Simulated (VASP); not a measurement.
KMo3, 4 atoms in the cell. It takes space group P4/mmm (No. 123, tetragonal). The conventional cell has a = 4.816 Å, b = 4.816 Å, c = 3.054 Å, α = 90.00°, β = 90.00°, γ = 90.00°. K (site symmetry 4/mmm) has 12 Mo at 2.85 to 3.41 Å and 2 K at 3.05 Å within 3.8 Å. Mo (site symmetry mmm) has 4 K at 2.85 Å and 10 Mo at 2.85 to 3.41 Å within 3.8 Å. Within 3.8 Å of Mo (site symmetry 4/mmm) lie 10 Mo at 2.85 to 3.05 Å and 4 K at 3.41 Å. 

```yaml
Program: VASP 6.6.1
Task: single point
Functional: PBE
Potentials_or_basis: VASP PAW PBE potentials, release 64 (K_sv, Mo_sv)
Cutoff: 520 eV
k_mesh: 4 × 4 × 4
Occupations: gaussian, width 0.1 eV
Spin: no spin polarisation
Dipole_correction: no
Further_INCAR_settings: ALGO = Normal; EDIFF = 1e-06; NBANDS = 34
```

Potentials or basis: VASP PAW PBE potentials, release 64 (K_sv, Mo_sv).

Launch:

```bash
$ cat potpaw_PBE.64/K_sv/POTCAR potpaw_PBE.64/Mo_sv/POTCAR > POTCAR
$ mpirun -np 1 vasp_std > vasp.out
```

Hardware: 1 thread of AMD EPYC 7R13, with other jobs on the host.

Question: How long does it take, and how much memory?

Answer: Wall time 68 s on 1 thread of AMD EPYC 7R13, with other jobs on the host, peak memory 0.16 GiB. Counts: scf iterations 13, k points 18.
